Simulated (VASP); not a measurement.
A run of VASP 6.6.1 is set up as follows.

File POSCAR:

```
ZnS
1.0
    0.0000000000      2.6838652254      2.6838652254
    2.6838652254      0.0000000000      2.6838652254
    2.6838652254      2.6838652254      0.0000000000
Zn S
1 1
Direct
    0.7500000000      0.7500000000      0.7500000000
    0.0000000000      0.0000000000      0.0000000000
```

File INCAR.step1:

```
SYSTEM = ZnS
ALGO     = Normal         ! electronic algorithm
EDIFF    = 1E-4           ! SCF threshold, eV
ENCUT    = 520            ! plane-wave cutoff, eV
GGA      = PE             ! functional
ISMEAR   = -1             ! smearing method
LASPH    = .True.         ! aspherical terms in the spheres
LCHARG   = .False.        ! write CHGCAR
LREAL    = .False.        ! projectors in reciprocal space
LWAVE    = .True.         ! write WAVECAR
NBANDS   = 16             ! bands
NELM     = 100            ! most SCF steps
PREC     = Accurate       ! precision mode
SIGMA    = 0.05           ! smearing width, eV
```

INCAR.step2

```
SYSTEM = ZnS
ALGO     = Normal         ! electronic algorithm
EDIFF    = 1E-6           ! SCF threshold, eV
ENCUT    = 520            ! plane-wave cutoff, eV
ISIF     = 2              ! what is computed and relaxed
ISMEAR   = -1             ! smearing method
ISTART   = 1            
LASPH    = .True.         ! aspherical terms in the spheres
LCHARG   = .False.        ! write CHGCAR
LMIXTAU  = .True.       
LREAL    = .False.        ! projectors in reciprocal space
LWAVE    = .False.        ! write WAVECAR
METAGGA  = R2SCAN         ! meta-GGA
NBANDS   = 16             ! bands
NELM     = 100            ! most SCF steps
PREC     = Accurate       ! precision mode
SIGMA    = 0.05           ! smearing width, eV
```

KPOINTS

```
k-points
0
Gamma
  9 9 9
  0 0 0
```

Potentials or basis: VASP PAW PBE potentials, release 64 (Zn, S).

Launch:

```console
$ cat potpaw_PBE.64/Zn/POTCAR potpaw_PBE.64/S/POTCAR > POTCAR
$ cp INCAR.step1 INCAR
$ mpirun -np 1 vasp_std > vasp.out
$ cp INCAR.step2 INCAR
$ mpirun -np 1 vasp_std > vasp.out
```

(1) Predict the band gap on the k mesh.

(2) Estimate the pressure.

Answers

(1) 2.77 eV, direct.

(2) 0.9 GPa.

Caveat: the PAW data sets were made with another functional, which shifts forces and pressure a little.

**Experimental background.**

“Electronic, vibrational, and thermodynamic properties of ZnS (zincblende and rocksalt structure)”, 2009, arxiv:0911.5022 quotes, for a bulk crystal of ZnS at 19 K: band gap 3.85 eV (direct).

A measured gap of ZnS is 3.85 eV (direct; 19 K; quoted in “Electronic, vibrational, and thermodynamic properties of ZnS (zincblende and rocksalt structure)”, 2009, arxiv:0911.5022); the calculated 2.77 eV misses it by -1.08 eV. The value is that of r2SCAN, without temperature or zero-point motion.
